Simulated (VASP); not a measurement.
# CsLiCr2Te2S3 (R32) in VASP: notebook

CsLiCr2Te2S3 is run at these levels: PBE, PBEsol, BLYP, LDA; tasks: single point.

Everything below comes from runs of VASP 6.6.1. Logs are shortened: lines on timing, memory, paths and dates and some standing lists are left out, and cuts for length are marked.

## (1) The cell of the first run

Symmetry: R32, No. 155, trigonal system. Conventional cell: a = 6.683 Å, b = 6.683 Å, c = 20.776 Å, α = 90.00°, β = 90.00°, γ = 120.00°. Cs (site symmetry 32) has 6 Te at 3.87 Å and 6 S at 4.07 Å and 8 Cr at 4.19 to 4.73 Å and 6 Li at 5.18 Å within 5.2 Å. Li (site symmetry 32) has 3 S at 2.43 Å within 3.2 Å. Within 3.0 Å of Cr (site symmetry 3) lie 3 S at 2.25 Å and 1 Te at 2.46 Å. Within 3.3 Å of Te (site symmetry 3) lie 1 Cr at 2.46 Å. S (site symmetry 2) has 2 Cr at 2.25 Å and 1 Li at 2.43 Å within 3.0 Å.

## (2) Single point, PBE, collinear spin, ferromagnetic start (29.76 Å³/atom)

INCAR

```
SYSTEM = CsLiCr2Te2S3
PREC = Accurate ; ENCUT = 520
EDIFF = 1E-7 ; ISMEAR = -1
SIGMA = 0.05 ; LREAL = .FALSE.
LASPH = .TRUE. ; NELM = 150
ALGO = Normal ; ISIF = 2
LWAVE = .FALSE. ; LCHARG = .FALSE.
ISPIN = 2 ; MAGMOM = 0 0 3 3 0 0 0 0 0
LORBIT = 11 ; LMAXMIX = 4
GGA = PE ; NBANDS = 47
```

KPOINTS

```
regular mesh
0
G
  4 4 4
  0 0 0
```

POSCAR

```
CsLiCr2Te2S3
1.0
    3.3412726936      1.9290816944      6.9253830497
   -3.3412726936      1.9290816944      6.9253830497
    0.0000000000     -3.8581734550      6.9253830497
Cs Li Cr Te S
1 1 2 2 3
Direct
    0.0000000000      0.0000000000      0.0000000000
    0.5000000000      0.5000000000      0.5000000000
    0.7984800000      0.7984800000      0.7984800000
    0.2015200000      0.2015200000      0.2015200000
    0.6799000000      0.6799000000      0.6799000000
    0.3201000000      0.3201000000      0.3201000000
    0.1362600000      0.8637400000      0.5000000000
    0.5000000000      0.1362600000      0.8637400000
    0.8637400000      0.5000000000      0.1362600000
```

Potentials or basis: VASP PAW PBE potentials, release 64 (Cs_sv, Li_sv, Cr_pv, Te, S).

Launch:

```
$ cat potpaw_PBE.64/Cs_sv/POTCAR potpaw_PBE.64/Li_sv/POTCAR potpaw_PBE.64/Cr_pv/POTCAR potpaw_PBE.64/Te/POTCAR potpaw_PBE.64/S/POTCAR > POTCAR
$ mpirun -np 1 vasp_std > vasp.out
```

OUTCAR:

```text
SYSTEM = CsLiCr2Te2S3
   PREC = Accurate
   ENCUT = 520
   EDIFF = 1E-7
   ISMEAR = -1
   LREAL = .FALSE.
   LASPH = .TRUE.
   NELM = 150
   ISIF = 2
   ISPIN = 2
   LORBIT = 11
   GGA = PE

 ion  position               nearest neighbor table
   1  0.000  0.000  0.000-
   2  0.500  0.500  0.500-   7 2.43   8 2.43   9 2.43
   3  0.798  0.798  0.798-   7 2.25   8 2.25   9 2.25   5 2.46
   4  0.202  0.202  0.202-   7 2.25   9 2.25   8 2.25   6 2.46
   5  0.680  0.680  0.680-   3 2.46
   6  0.320  0.320  0.320-   4 2.46
   7  0.136  0.864  0.500-   3 2.25   4 2.25   2 2.43
   8  0.500  0.136  0.864-   3 2.25   4 2.25   2 2.43
   9  0.864  0.500  0.136-   4 2.25   3 2.25   2 2.43

  LATTYP: Found a trigonal (rhomboedric) cell.
 ALAT       =     7.9275714933
 COS(alpha) =     0.6447177554

  Lattice vectors:

 A1 = (   3.3412726936,   1.9290816944,   6.9253830497)
 A2 = (  -3.3412726936,   1.9290816944,   6.9253830497)
 A3 = (   0.0000000000,  -3.8581734550,   6.9253830497)

Analysis of symmetry for initial positions (statically):
=====================================================================
 Subroutine PRICEL returns:
 Original cell was already a primitive cell.

 Routine SETGRP: Setting up the symmetry group for a
 trigonal (rhombohedral) supercell.

 Subroutine GETGRP returns: Found  6 space group operations
 (whereof  6 operations were pure point group operations)
 out of a pool of 12 trial point group operations.

The static configuration has the point symmetry D_3 .

Analysis of symmetry for dynamics (positions and initial velocities):
=====================================================================
 Subroutine PRICEL returns:
 Original cell was already a primitive cell.

 Routine SETGRP: Setting up the symmetry group for a
 trigonal (rhombohedral) supercell.

 Subroutine GETGRP returns: Found  6 space group operations
 (whereof  6 operations were pure point group operations)
 out of a pool of 12 trial point group operations.

The dynamic configuration has the point symmetry D_3 .

Analysis of structural, dynamic, and magnetic symmetry:
=====================================================================
 Subroutine PRICEL returns:
 Original cell was already a primitive cell.

 Routine SETGRP: Setting up the symmetry group for a
 trigonal (rhombohedral) supercell.

 Subroutine GETGRP returns: Found  6 space group operations
 (whereof  6 operations were pure point group operations)
 out of a pool of 12 trial point group operations.

The overall configuration has the point symmetry D_3 .

 Subroutine INISYM returns: Found  6 space group operations
 (whereof  6 operations are pure point group operations),
 and found     1 'primitive' translations

----------------------------------------------------------------------------------------

                                     Primitive cell

  volume of cell :     267.8295

  direct lattice vectors                    reciprocal lattice vectors
     3.341272694  1.929081694  6.925383050     0.149643578  0.086396744  0.048132157
    -3.341272694  1.929081694  6.925383050    -0.149643578  0.086396744  0.048132157
     0.000000000 -3.858173455  6.925383050     0.000000000 -0.172793487  0.048132031

  length of vectors
     7.927571493  7.927571493  7.927574206     0.179371966  0.179371966  0.179371909

  position of ions in fractional coordinates (direct lattice)
     0.000000000  0.000000000  0.000000000
     0.500000000  0.500000000  0.500000000
     0.798480000  0.798480000  0.798480000
     0.201520000  0.201520000  0.201520000
     0.679900000  0.679900000  0.679900000
     0.320100000  0.320100000  0.320100000
     0.136260000  0.863740000  0.500000000
     0.500000000  0.136260000  0.863740000
     0.863740000  0.500000000  0.136260000

  ion indices of the primitive-cell ions
   primitive index   ion index
                 1           1
                 2           2
                 3           3
                 4           4
                 5           5
                 6           6
                 7           7
                 8           8
                 9           9

----------------------------------------------------------------------------------------

 KPOINTS: regular mesh

Automatic generation of k-mesh.
 Grid dimensions read from file:
 generate k-points for:    4    4    4

 Generating k-lattice:

  Cartesian coordinates                     Fractional coordinates (reciprocal lattice)
     0.037410894  0.021599186  0.012033039     0.250000000  0.000000000  0.000000000
    -0.037410894  0.021599186  0.012033039     0.000000000  0.250000000  0.000000000
     0.000000000 -0.043198372  0.012033008     0.000000000  0.000000000  0.250000000

  Length of vectors
     0.044842992  0.044842992  0.044842977

  Shift w.r.t. Gamma in fractional coordinates (k-lattice)
     0.000000000  0.000000000  0.000000000

 Subroutine IBZKPT returns following result:
 ===========================================

 Found     13 irreducible k-points:

 Following reciprocal coordinates:
            Coordinates               Weight
  0.000000  0.000000  0.000000      1.000000
  0.250000  0.000000  0.000000      6.000000
  0.500000  0.000000  0.000000      3.000000
  0.250000  0.250000  0.000000      6.000000
  0.500000  0.250000  0.000000     12.000000
 -0.250000  0.250000  0.000000      6.000000
  0.500000  0.500000  0.000000      3.000000
  0.250000  0.250000  0.250000      2.000000
  0.500000  0.250000  0.250000      6.000000
 -0.250000  0.250000  0.250000      6.000000
  0.500000  0.500000  0.250000      6.000000
 -0.250000  0.500000  0.250000      6.000000
  0.500000  0.500000  0.500000      1.000000
   k-points           NKPTS =     13   k-points in BZ     NKDIM =     13   number of bands    NBANDS=     47
   number of dos      NEDOS =    301   number of ions     NIONS =      9
   total plane-waves  NPLWV = 216000
   dimension x,y,z NGX =    60 NGY =   60 NGZ =   60
   dimension x,y,z NGXF=   120 NGYF=  120 NGZF=  120
   ions per type =               1   1   2   2   3
   NGX,Y,Z   is equivalent  to a cutoff of  12.58, 12.58, 12.58 a.u.
   NGXF,Y,Z  is equivalent  to a cutoff of  25.16, 25.16, 25.16 a.u.
 SYSTEM =  CsLiCr2Te2S3
   PREC   = accura    normal or accurate (medium, high low for compatibility)
   ISTART =      0    job   : 0-new  1-cont  2-samecut
   ICHARG =      2    charge: 1-file 2-atom 10-const
   ISPIN  =      2    spin polarized calculation?
   LNONCOLLINEAR =      F non collinear calculations
   LSORBIT =      F    spin-orbit coupling
   LASPH  =      T    aspherical Exc in radial PAW
   ENCUT  =  520.0 eV  38.22 Ry    6.18 a.u.  14.74 14.74 14.74*2*pi/ulx,y,z
   NELM   =    150;   NELMIN=  2; NELMDL= -5     # of ELM steps
   EDIFF  = 0.1E-06   stopping-criterion for ELM
   LREAL  =      F    real-space projection
   EDIFFG = 0.1E-05   stopping-criterion for IOM
   NSW    =      0    number of steps for IOM
   IBRION =     -1    ionic relax: 0-MD 1-quasi-New 2-CG
   NFREE  =      0    steps in history (QN), initial steepest desc. (CG)
   ISIF   =      2    stress and relaxation
   ISYM   =      2    0-nonsym 1-usesym 2-fastsym
   POTIM  = 0.5000    time-step for ionic-motion
   TEBEG  =    0.0;   TEEND  =   0.0 temperature during run
   PSTRESS=    0.0 pullay stress
   NELECT =      66.0000    total number of electrons
   NUPDOWN=      -1.0000    fix difference up-down
   EMIN   =  10.00;   EMAX   =-10.00  energy-range for DOS
   EFERMI =   0.00;   METHOD = LEGACY
   ISMEAR =    -1;   SIGMA  =   0.05  broadening in eV -4-tet -1-fermi 0-gaus
   EFERMI_NEDOS =   21; number of points for ismear=-14 and -15
   IALGO  =     38    algorithm
   IMIX   =      4    mixing-type and parameters
     AMIX     =   0.40;   BMIX     =  1.00
     AMIX_MAG =   1.60;   BMIX_MAG =  1.00
  volume/ion in A,a.u.               =      29.76       200.82
  Fermi-wavevector in a.u.,A,eV,Ry     =   1.026369  1.939555 14.332820  1.053433
  Thomas-Fermi vector in A             =   2.160258
   LORBIT       =     11    0 simple, 1 ext, 2 COOP (PROOUT), +10 PAW based schemes
   GGA     = PE    functional components
   LHFCALC =     F    Hartree Fock is set to
   AEXX    =    0.0000 exact exchange contribution
   IVDW    =     0    specifies the selected vdW correction
   LEPSILON=     F    determine dielectric tensor
   LRPA    =     F    only Hartree local field effects (RPA)
 spin polarized calculation
  energy-cutoff  :      520.00
  volume of cell :      267.83
 maximum number of plane-waves:      7250
 NGX is ok and might be reduce to    60
   NGX = 29   NGY = 29   NGZ = 29

 number of electron      66.0000002 magnetization       4.0028853

 Free energy of the ion-electron system (eV)
  ---------------------------------------------------
  ext. energy  EPLUGINS =         0.00000000
  ---------------------------------------------------
  free energy    TOTEN  =       -45.66985957 eV

  energy without entropy =      -45.64980963  energy(sigma->0) =      -45.65983460

 E-fermi :   2.7408     XC(G=0):  -8.3092

 val. band max:        2.7210693031   @ k =   0.5000   0.5000   0.0000
 cond. band min:       2.8194074828   @ k =   0.0000   0.0000   0.0000
 fundamental gap:      0.0983381797
 Fermi energy:         2.7408034262

 spin component 1

 k-point     1 :       0.0000    0.0000    0.0000
  band No.  band energies     occupation
      1     -43.3177      1.00000
      2     -41.5987      1.00000
      3     -41.5987      1.00000
      4     -41.5963      1.00000
      5     -41.5963      1.00000
      6     -41.5056      1.00000
[... 37 lines left out ...]
     44       7.7639      0.00000
     45       7.8646      0.00000
[... 534 lines left out ...]
      4     -41.5963      1.00000
      5     -41.5963      1.00000
      6     -41.5056      1.00000
[... 37 lines left out ...]
     44       7.4890      0.00000
     45       8.0560      0.00000
 Fermi energy:         2.7408034262

 spin component 2

 k-point     1 :       0.0000    0.0000    0.0000
  band No.  band energies     occupation
      1     -43.3092      1.00000
      2     -39.3322      1.00000
      3     -39.3315      1.00000
      4     -39.0937      1.00000
      5     -39.0937      1.00000
      6     -39.0906      1.00000
[... 37 lines left out ...]
     44       7.7931      0.00000
     45       7.8951      0.00000
[... 534 lines left out ...]
      4     -39.0937      1.00000
      5     -39.0937      1.00000
      6     -39.0906      1.00000
[... 37 lines left out ...]
     44       7.6483      0.00000
     45       7.9629      0.00000
 [bands above 45 left out]

------------------------ aborting loop because EDIFF is reached ----------------------------------------

  FORCE on cell =-STRESS in cart. coord.  units (eV):
  Direction    XX          YY          ZZ          XY          YZ          ZX
  --------------------------------------------------------------------------------------
  -------------------------------------------------------------------------------------
  Total       -1.2679168     -1.2679172     -1.2526061      0.0000000      0.0000006      0.0000000
  in kB       -7.5847799     -7.5847827     -7.4931899      0.0000000      0.0000036      0.0000000
  external PRESSURE =      -7.5542508 kB  Pullay stress =       0.0000000 kB

 VOLUME and BASIS-vectors are now :
 -----------------------------------------------------------------------------
  energy-cutoff  :      520.00
  volume of cell :      267.83
      direct lattice vectors                 reciprocal lattice vectors
     3.341272694  1.929081694  6.925383050     0.149643578  0.086396744  0.048132157
    -3.341272694  1.929081694  6.925383050    -0.149643578  0.086396744  0.048132157
     0.000000000 -3.858173455  6.925383050     0.000000000 -0.172793487  0.048132031

 POSITION                                       TOTAL-FORCE (eV/Angst)
 -----------------------------------------------------------------------------------
      0.00000      0.00000      0.00000         0.000000     -0.000000      0.000000
      0.00000     -0.00001     10.38807         0.000000     -0.000000      0.000000
      0.00000     -0.00001     16.58934         0.000000      0.000000     -0.033428
      0.00000     -0.00000      4.18681         0.000000     -0.000000      0.033428
      0.00000     -0.00001     14.12570         0.000000     -0.000000      0.161454
      0.00000     -0.00000      6.65045         0.000000      0.000000     -0.161454
     -2.43071     -0.00001     10.38807        -0.072684     -0.000000      0.000000
      1.21535     -2.10506     10.38807         0.036342     -0.062946      0.000000
      1.21535      2.10505     10.38807         0.036342      0.062946      0.000000
 -----------------------------------------------------------------------------------
    total drift:                                0.000017      0.000000     -0.000000

  FREE ENERGIE OF THE ION-ELECTRON SYSTEM (eV)
  ---------------------------------------------------
  free  energy   TOTEN  =       -45.6698595730 eV

  energy  without entropy=      -45.6498096335  energy(sigma->0) =      -45.65983460

 total charge

# of ion       s       p       d       tot
------------------------------------------
    1        1.834   4.699   0.035   6.568
    2        2.014   0.042   0.000   2.057
    3        0.336   6.277   4.137  10.750
    4        0.336   6.277   4.137  10.750
    5        1.385   1.982   0.019   3.386
    6        1.385   1.982   0.019   3.386
    7        1.330   2.410   0.000   3.739
    8        1.330   2.410   0.000   3.739
    9        1.330   2.410   0.000   3.739
--------------------------------------------------
tot         11.280  28.489   8.346  48.115

 magnetization (x)

# of ion       s       p       d       tot
------------------------------------------
    1       -0.000  -0.006  -0.002  -0.009
    2        0.002   0.002   0.000   0.003
    3        0.032   0.027   2.306   2.365
    4        0.032   0.027   2.306   2.365
    5       -0.006  -0.242   0.003  -0.245
    6       -0.006  -0.242   0.003  -0.245
    7       -0.004  -0.085   0.000  -0.088
    8       -0.004  -0.085   0.000  -0.088
    9       -0.004  -0.085   0.000  -0.088
--------------------------------------------------
tot          0.041  -0.689   4.617   3.969
```

Wall time 22 min (1 thread of Intel Xeon 8259CL, shared host); peak memory 0.84 GiB.

What came out:

```yaml
Free_energy: -45.6699 eV
Largest_force: 0.161 eV/Å
Band_gap_on_the_k_mesh: zero (filled and empty bands overlap)
Net_moment: 4.00 μB per cell
Site_moments: Cs -0.01; Li +0.00; Cr +2.37; Te -0.24; S -0.09 μB
Valence_electrons_inside_the_program's_atomic_spheres: Cs 6.57; Li 2.06; Cr 10.75; Te 3.39; S 3.74
```

Forces in eV/Å, atoms in the order of the input:
```
Cs   0.000  0.000  0.000
Li   0.000  0.000  0.000
Cr   0.000  0.000 -0.033
Cr   0.000  0.000  0.033
Te   0.000  0.000  0.161
Te   0.000  0.000 -0.161
S   -0.073  0.000  0.000
S    0.036 -0.063  0.000
S    0.036  0.063  0.000
```

Caveat: the cutoff is under 1.25 times the usual one of these potentials, so pressure, stress and relaxed cells hold a basis-set (Pulay) error; spin-orbit coupling is left out, which moves the levels of the heavy elements; the run started ferromagnetic, and an antiferromagnetic order may lie lower in energy. With open d or f shells a metallic result of PBE can be an artefact of self-interaction; +U or a hybrid may open a gap.

(Continued in part 2 of 2.)

The gap in the log of VASP goes by the Fermi energy; the results here count the filled bands.